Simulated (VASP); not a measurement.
Ge6Cl, 7 atoms in the cell. The cell holds a slab with vacuum, 7 atoms: a = 4.074 Å, b = 5.762 Å, c = 19.524 Å, α = 90.00°, β = 90.00°, γ = 90.00°. 

* Program: VASP 6.6.1
* Task: single point
* Functional: PBE
* Potentials or basis: VASP PAW PBE potentials, release 64 (Ge_d, Cl)
* Cutoff: 520 eV
* k mesh: 7 × 5 × 1
* Occupations: gaussian, width 0.1 eV
* Spin: no spin polarisation
* Dipole correction: yes
* Further INCAR settings: ALGO = Normal; EDIFF = 1e-07; NBANDS = 54

Potentials or basis: VASP PAW PBE potentials, release 64 (Ge_d, Cl).

Command:

```console
$ cat potpaw_PBE.64/Ge_d/POTCAR potpaw_PBE.64/Cl/POTCAR > POTCAR
$ mpirun -np 1 vasp_std > vasp.out
```

Hardware: 1 thread of Intel Xeon 8259CL (shared host).

Q: How long does it take, and how much memory?

A: Wall time 24 min on 1 thread of Intel Xeon 8259CL, with other jobs on the host, peak memory 0.62 GiB. Counts: scf iterations 27, k points 12.
